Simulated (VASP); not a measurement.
# ZnS (P1) in VASP: notebook

The runs below take ZnS through single point, with r2SCAN.

All numbers are computed with VASP 6.6.1; they aren't measurements. Logs are shortened: lines on timing, memory, paths and dates and some standing lists are left out, and cuts for length are marked.

## Step 1: The cell of the first run

The typed cell holds 4 atoms: a = 3.811 Å, b = 3.811 Å, c = 6.234 Å, α = 90.00°, β = 90.00°, γ = 120.00°.

## Step 2: Single point, r2SCAN (all S atoms moved +0.300 Å, as atom 3 along Cartesian [1 1 1])

POSCAR

```
ZnS
1.0
    3.8109987816      0.0000000000      0.0000000000
   -1.9054993908      3.3004217586      0.0000000000
    0.0000000000      0.0000000000      6.2340000000
Zn S
2 2
Direct
    0.3333333333      0.6666666667      0.0000000000
    0.6666666667      0.3333333333      0.5000000000
    0.4050219106      0.7191463476      0.4127839398
    0.7383552440      0.3858130142      0.9127839398
```

INCAR.step1

```
ALGO = Normal
EDIFF = 1E-4
ENCUT = 520
GGA = PE
ISMEAR = 0
LASPH = True
LCHARG = False
LREAL = False
LWAVE = True
NBANDS = 26
NELM = 60
PREC = Accurate
SIGMA = 0.05
```

INCAR.step2

```
ALGO = Normal
EDIFF = 1E-6
ENCUT = 520
ISIF = 2
ISMEAR = 0
ISTART = 1
LASPH = True
LCHARG = True
LELF = True
LMIXTAU = True
LREAL = False
LVHAR = True
LWAVE = False
METAGGA = R2SCAN
NBANDS = 26
NELM = 60
PREC = Accurate
SIGMA = 0.05
```

KPOINTS

```
k-points
0
Gamma
  6 6 4
```

Potentials or basis: VASP PAW PBE potentials, release 64 (Zn, S).

On the command line:

```console
$ cat potpaw_PBE.64/Zn/POTCAR potpaw_PBE.64/S/POTCAR > POTCAR
$ cp INCAR.step1 INCAR
$ mpirun -np 1 vasp_std > vasp.out
$ cp INCAR.step2 INCAR
$ mpirun -np 1 vasp_std > vasp.out
```

OUTCAR:

```text
EDIFF = 1E-6
   ENCUT = 520
   ISIF = 2
   ISMEAR = 0
   ISTART = 1
   LASPH = True
   LREAL = False
   METAGGA = R2SCAN
   NELM = 60
   PREC = Accurate

 ion  position               nearest neighbor table
   1  0.333  0.667  0.000-   4 2.04   4 2.34   4 2.44   3 2.58
   2  0.667  0.333  0.500-   3 2.11   3 2.22   3 2.50   4 2.58
   3  0.405  0.719  0.413-   2 2.11   2 2.22   2 2.50   1 2.58
   4  0.738  0.386  0.913-   1 2.04   1 2.34   1 2.44   2 2.58

  LATTYP: Found a hexagonal cell.
 ALAT       =     3.8109987816
 C/A-ratio  =     1.6357916539

  Lattice vectors:

 A1 = (   3.8109987816,   0.0000000000,   0.0000000000)
 A2 = (  -1.9054993908,   3.3004217586,   0.0000000000)
 A3 = (   0.0000000000,   0.0000000000,   6.2340000000)

Analysis of symmetry for initial positions (statically):
=====================================================================
 Subroutine PRICEL returns:
 Original cell was already a primitive cell.

 Routine SETGRP: Setting up the symmetry group for a
 hexagonal supercell.

 Subroutine GETGRP returns: Found  1 space group operations
 (whereof  1 operations were pure point group operations)
 out of a pool of 24 trial point group operations.

The static configuration has the point symmetry C_1 .

Analysis of symmetry for dynamics (positions and initial velocities):
=====================================================================
 Subroutine PRICEL returns:
 Original cell was already a primitive cell.

 Routine SETGRP: Setting up the symmetry group for a
 hexagonal supercell.

 Subroutine GETGRP returns: Found  1 space group operations
 (whereof  1 operations were pure point group operations)
 out of a pool of 24 trial point group operations.

The dynamic configuration has the point symmetry C_1 .

 Subroutine INISYM returns: Found  1 space group operations
 (whereof  1 operations are pure point group operations),
 and found     1 'primitive' translations

----------------------------------------------------------------------------------------

                                     Primitive cell

  volume of cell :      78.4106

  direct lattice vectors                    reciprocal lattice vectors
     3.810998782  0.000000000  0.000000000     0.262398405  0.151495789  0.000000000
    -1.905499391  3.300421759  0.000000000     0.000000000  0.302991579  0.000000000
     0.000000000  0.000000000  6.234000000     0.000000000  0.000000000  0.160410651

  length of vectors
     3.810998782  3.810998782  6.234000000     0.302991579  0.302991579  0.160410651

  position of ions in fractional coordinates (direct lattice)
     0.333333333  0.666666667  0.000000000
     0.666666667  0.333333333  0.500000000
     0.405021911  0.719146348  0.412783940
     0.738355244  0.385813014  0.912783940

  ion indices of the primitive-cell ions
   primitive index   ion index
                 1           1
                 2           2
                 3           3
                 4           4

----------------------------------------------------------------------------------------

 KPOINTS: k-points

Automatic generation of k-mesh.
 Grid dimensions read from file:
 generate k-points for:    6    6    4

 Generating k-lattice:

  Cartesian coordinates                     Fractional coordinates (reciprocal lattice)
     0.043733067  0.025249298  0.000000000     0.166666667  0.000000000  0.000000000
     0.000000000  0.050498596  0.000000000     0.000000000  0.166666667  0.000000000
     0.000000000  0.000000000  0.040102663     0.000000000  0.000000000  0.250000000

  Length of vectors
     0.050498596  0.050498596  0.040102663

  Shift w.r.t. Gamma in fractional coordinates (k-lattice)
     0.000000000  0.000000000  0.000000000

 Subroutine IBZKPT returns following result:
 ===========================================

 Found     76 irreducible k-points:

 Following reciprocal coordinates:
            Coordinates               Weight
  0.000000  0.000000  0.000000      1.000000
  0.166667  0.000000  0.000000      2.000000
  0.000000  0.166667  0.000000      2.000000
 -0.166667  0.166667  0.000000      2.000000
  0.333333  0.000000  0.000000      2.000000
  0.000000  0.333333  0.000000      2.000000
[... 16 lines left out ...]
  0.000000  0.166667  0.250000      2.000000
 -0.166667  0.166667  0.250000      2.000000
 [... further k-points ...]
   k-points           NKPTS =     76   k-points in BZ     NKDIM =     76   number of bands    NBANDS=     26
   number of dos      NEDOS =    301   number of ions     NIONS =      4
   total plane-waves  NPLWV =  37632
   dimension x,y,z NGX =    28 NGY =   28 NGZ =   48
   dimension x,y,z NGXF=    56 NGYF=   56 NGZF=   96
   ions per type =               2   2
   NGX,Y,Z   is equivalent  to a cutoff of  12.21, 12.21, 12.80 a.u.
   NGXF,Y,Z  is equivalent  to a cutoff of  24.43, 24.43, 25.60 a.u.
 SYSTEM =  unknown system
   PREC   = accura    normal or accurate (medium, high low for compatibility)
   ISTART =      1    job   : 0-new  1-cont  2-samecut
   ICHARG =      0    charge: 1-file 2-atom 10-const
   ISPIN  =      1    spin polarized calculation?
   LNONCOLLINEAR =      F non collinear calculations
   LSORBIT =      F    spin-orbit coupling
   LASPH  =      T    aspherical Exc in radial PAW
   ENCUT  =  520.0 eV  38.22 Ry    6.18 a.u.   7.09  7.09 11.59*2*pi/ulx,y,z
   NELM   =     60;   NELMIN=  2; NELMDL=  0     # of ELM steps
   EDIFF  = 0.1E-05   stopping-criterion for ELM
   LREAL  =      F    real-space projection
   EDIFFG = 0.1E-04   stopping-criterion for IOM
   NSW    =      0    number of steps for IOM
   IBRION =     -1    ionic relax: 0-MD 1-quasi-New 2-CG
   NFREE  =      0    steps in history (QN), initial steepest desc. (CG)
   ISIF   =      2    stress and relaxation
   ISYM   =      2    0-nonsym 1-usesym 2-fastsym
   POTIM  = 0.5000    time-step for ionic-motion
   TEBEG  =    0.0;   TEEND  =   0.0 temperature during run
   PSTRESS=    0.0 pullay stress
   NELECT =      36.0000    total number of electrons
   NUPDOWN=      -1.0000    fix difference up-down
   EMIN   =  10.00;   EMAX   =-10.00  energy-range for DOS
   EFERMI =   0.00;   METHOD = LEGACY
   ISMEAR =     0;   SIGMA  =   0.05  broadening in eV -4-tet -1-fermi 0-gaus
   EFERMI_NEDOS =   21; number of points for ismear=-14 and -15
   IALGO  =     38    algorithm
   IMIX   =      4    mixing-type and parameters
     AMIX     =   0.40;   BMIX     =  1.00
     AMIX_MAG =   1.60;   BMIX_MAG =  1.00
  volume/ion in A,a.u.               =      19.60       132.29
  Fermi-wavevector in a.u.,A,eV,Ry     =   1.262944  2.386617 21.701656  1.595027
  Thomas-Fermi vector in A             =   2.396326
   LORBIT       =      0    0 simple, 1 ext, 2 COOP (PROOUT), +10 PAW based schemes
   METAGGA = R2SCAN    functional components
   LHFCALC =     F    Hartree Fock is set to
   AEXX    =    0.0000 exact exchange contribution
   IVDW    =     0    specifies the selected vdW correction
   LEPSILON=     F    determine dielectric tensor
   LRPA    =     F    only Hartree local field effects (RPA)
 non-spin polarized calculation
 Gauss-broadening in eV      SIGMA  =   0.05
  energy-cutoff  :      520.00
  volume of cell :       78.41
 maximum number of plane-waves:      2133
   NGX = 15   NGY = 15   NGZ = 23

 number of electron      35.9999975 magnetization

 Free energy of the ion-electron system (eV)
  ---------------------------------------------------
  ext. energy  EPLUGINS =         0.00000000
  ---------------------------------------------------
  free energy    TOTEN  =       -36.92316371 eV

  energy without entropy =      -36.92316371  energy(sigma->0) =      -36.92316371

 E-fermi :   2.1678     XC(G=0): -10.2890

 val. band max:        1.9388723466   @ k =   0.0000   0.0000   0.0000
 cond. band min:       4.8058318362   @ k =   0.0000   0.0000   0.0000
 fundamental gap:      2.8669594896
 Fermi energy:         2.1678101286

 k-point     1 :       0.0000    0.0000    0.0000
  band No.  band energies     occupation
      1     -11.9668      2.00000
      2     -11.1111      2.00000
      3      -5.0606      2.00000
      4      -5.0121      2.00000
      5      -4.8464      2.00000
      6      -4.8081      2.00000
[... 18 lines left out ...]
     25      10.1917      0.00000
     26      11.7367      0.00000

 k-point     2 :       0.1667    0.0000    0.0000
  band No.  band energies     occupation
      1     -11.7762      2.00000
      2     -10.9957      2.00000
      3      -5.0656      2.00000
      4      -4.9729      2.00000
      5      -4.8014      2.00000
      6      -4.7494      2.00000
[... 18 lines left out ...]
     25      10.5821      0.00000
     26      10.9243      0.00000

 k-point     3 :       0.0000    0.1667    0.0000
  band No.  band energies     occupation
      1     -11.7748      2.00000
      2     -10.9915      2.00000
      3      -5.0444      2.00000
      4      -5.0208      2.00000
      5      -4.8248      2.00000
      6      -4.7055      2.00000
[... 18 lines left out ...]
     25      10.5935      0.00000
     26      10.9996      0.00000

 k-point     4 :      -0.1667    0.1667    0.0000
  band No.  band energies     occupation
      1     -11.7727      2.00000
      2     -10.9883      2.00000
      3      -5.0549      2.00000
      4      -5.0323      2.00000
      5      -4.7961      2.00000
      6      -4.7173      2.00000
[... 18 lines left out ...]
     25      10.6277      0.00000
     26      11.0576      0.00000
[... 496 lines left out ...]
      1     -11.6680      2.00000
      2     -11.1286      2.00000
      3      -5.0739      2.00000
      4      -4.9754      2.00000
      5      -4.8045      2.00000
      6      -4.7511      2.00000
[... 18 lines left out ...]
     25      10.6026      0.00000
     26      10.7023      0.00000

 k-point    23 :       0.0000    0.1667    0.2500
  band No.  band energies     occupation
      1     -11.6680      2.00000
      2     -11.1229      2.00000
      3      -5.0547      2.00000
      4      -5.0210      2.00000
      5      -4.8263      2.00000
      6      -4.7067      2.00000
[... 18 lines left out ...]
     25      10.6168      0.00000
     26      10.7447      0.00000

 k-point    24 :      -0.1667    0.1667    0.2500
  band No.  band energies     occupation
      1     -11.6706      2.00000
      2     -11.1140      2.00000
      3      -5.0534      2.00000
      4      -5.0388      2.00000
      5      -4.7959      2.00000
      6      -4.7246      2.00000
[... 18 lines left out ...]
     25      10.6532      0.00000
     26      10.8133      0.00000

 [... further k-points ...]

------------------------ aborting loop because EDIFF is reached ----------------------------------------

  FORCE on cell =-STRESS in cart. coord.  units (eV):
  Direction    XX          YY          ZZ          XY          YZ          ZX
  --------------------------------------------------------------------------------------
  -------------------------------------------------------------------------------------
  Total        3.9533618      3.7990300     -0.6906791      1.0349940      1.4974157      1.5059143
  in kB       80.7796740     77.6261878    -14.1127561     21.1481986     30.5969336     30.7705869
  external PRESSURE =      48.0977019 kB  Pullay stress =       0.0000000 kB

 VOLUME and BASIS-vectors are now :
 -----------------------------------------------------------------------------
  energy-cutoff  :      520.00
  volume of cell :       78.41
      direct lattice vectors                 reciprocal lattice vectors
     3.810998782  0.000000000  0.000000000     0.262398405  0.151495789  0.000000000
    -1.905499391  3.300421759  0.000000000     0.000000000  0.302991579  0.000000000
     0.000000000  0.000000000  6.234000000     0.000000000  0.000000000  0.160410651

 POSITION                                       TOTAL-FORCE (eV/Angst)
 -----------------------------------------------------------------------------------
     -0.00000      2.20028      0.00000         2.652059      1.740681      1.226422
      1.90550      1.10014      3.11700         0.818797      1.714204      1.076178
      0.17321      2.37349      2.57330        -0.788270     -1.716484     -1.082193
      2.07870      1.27335      5.69030        -2.682586     -1.738401     -1.220408
 -----------------------------------------------------------------------------------
    total drift:                               -0.013678     -0.014845      0.029431

  FREE ENERGIE OF THE ION-ELECTRON SYSTEM (eV)
  ---------------------------------------------------
  free  energy   TOTEN  =       -36.9231637116 eV

  energy  without entropy=      -36.9231637116  energy(sigma->0) =      -36.92316371
```

Wall time 9.6 min (1 thread of Intel Xeon 8259CL, shared host); peak memory 0.28 GiB.

What came out:

```
Free energy            : -36.9232 eV
Pressure               : 4.8 GPa
Largest force          : 3.422 eV/Å
Band gap on the k mesh : 2.87 eV
```

Forces on the atoms (eV/Å):
```
Zn   2.652  1.741  1.226
Zn   0.819  1.714  1.076
S   -0.788 -1.716 -1.082
S   -2.683 -1.738 -1.220
```

Caveat: the cell differs from its parent crystal (all S atoms moved +0.300 Å, as atom 3 along Cartesian [1 1 1]); the stress differs along the axes, from -1 to 8 GPa; the PAW data sets were made with another functional, which shifts forces and pressure a little.

## Step 3: Single point, r2SCAN (all S atoms moved -0.225 Å, as atom 3 along Cartesian [1 1 1])

POSCAR: that of step 2 with these lines changed.

```diff
@@ -10,3 +10,3 @@
     0.6666666667      0.3333333333      0.5000000000
-    0.4050219106      0.7191463476      0.4127839398
-    0.7383552440      0.3858130142      0.9127839398
+    0.2795669004      0.6273069060      0.3641620451
+    0.6129002337      0.2939735727      0.8641620451
```

INCAR.step1

```
  PREC = Accurate
  ENCUT = 520
  ISMEAR = 0
  SIGMA = 0.05
  LREAL = F
  LASPH = T
  NELM = 100
  NBANDS = 26
  GGA = PE
  ALGO = Normal
  EDIFF = 1E-4
  LWAVE = T
  LCHARG = F
```

INCAR.step2

```
  PREC = Accurate
  ENCUT = 520
  EDIFF = 1E-6
  ISMEAR = 0
  SIGMA = 0.05
  LREAL = F
  LASPH = T
  NELM = 100
  ALGO = Normal
  ISIF = 2
  LWAVE = F
  LCHARG = F
  METAGGA = R2SCAN
  LMIXTAU = T
  NBANDS = 26
  ISTART = 1
```

KPOINTS

```
Automatic mesh
0
Gamma
  6 6 4
```

Potentials or basis: VASP PAW PBE potentials, release 64 (Zn, S).

On the command line:

```console
$ cat potpaw_PBE.64/Zn/POTCAR potpaw_PBE.64/S/POTCAR > POTCAR
$ cp INCAR.step1 INCAR
$ mpirun -np 1 vasp_std > vasp.out
$ cp INCAR.step2 INCAR
$ mpirun -np 1 vasp_std > vasp.out
```

Run time: 9.3 min. Hardware: 1 thread of Intel Xeon 8259CL, shared host; peak memory 0.28 GiB.

It converged, with:

```
Free energy            : -37.5155 eV
Pressure               : 1.2 GPa
Largest force          : 1.243 eV/Å
Band gap on the k mesh : 2.73 eV
```

Forces on the atoms (eV/Å):
```
Zn  -0.425 -0.698 -0.245
Zn  -0.977 -0.702 -0.186
S    1.009  0.702  0.190
S    0.393  0.698  0.241
```

Stress tensor (GPa, compression positive):
```
 0.59  0.73 -1.98
 0.73  0.53 -1.97
-1.98 -1.97  2.53
```

Levels at points of the mesh, in eV from the valence-band top:
```
           k point  band 15  band 16  band 17  band 18  band 19  band 20  band 21  band 22
(0.00, 0.00, 0.00)    -1.06    -0.25    -0.02     0.00     2.73     3.64     6.71     6.77
(0.50, 0.00, 0.00)    -3.46    -2.37    -1.92    -0.86     3.94     4.80     5.32     7.09
(0.00, 0.50, 0.00)    -3.50    -2.31    -1.95    -0.82     3.94     4.76     5.27     7.13
(0.50, 0.50, 0.00)    -3.55    -2.25    -1.98    -0.78     3.94     4.73     5.22     7.16
(0.00, 0.00, 0.50)    -0.82    -0.80    -0.33    -0.32     4.11     4.11     6.79     6.80
(0.50, 0.00, 0.50)    -1.90    -1.79    -1.66    -1.59     3.59     4.11     5.35     6.01
(0.00, 0.50, 0.50)    -1.97    -1.91    -1.55    -1.49     3.65     4.03     5.41     5.88
(0.50, 0.50, 0.50)    -2.01    -1.99    -1.46    -1.43     3.76     3.90     5.54     5.71
```

Caveat: the cell differs from its parent crystal (all S atoms moved -0.225 Å, as atom 3 along Cartesian [1 1 1]); the PAW data sets were made with another functional, which shifts forces and pressure a little.
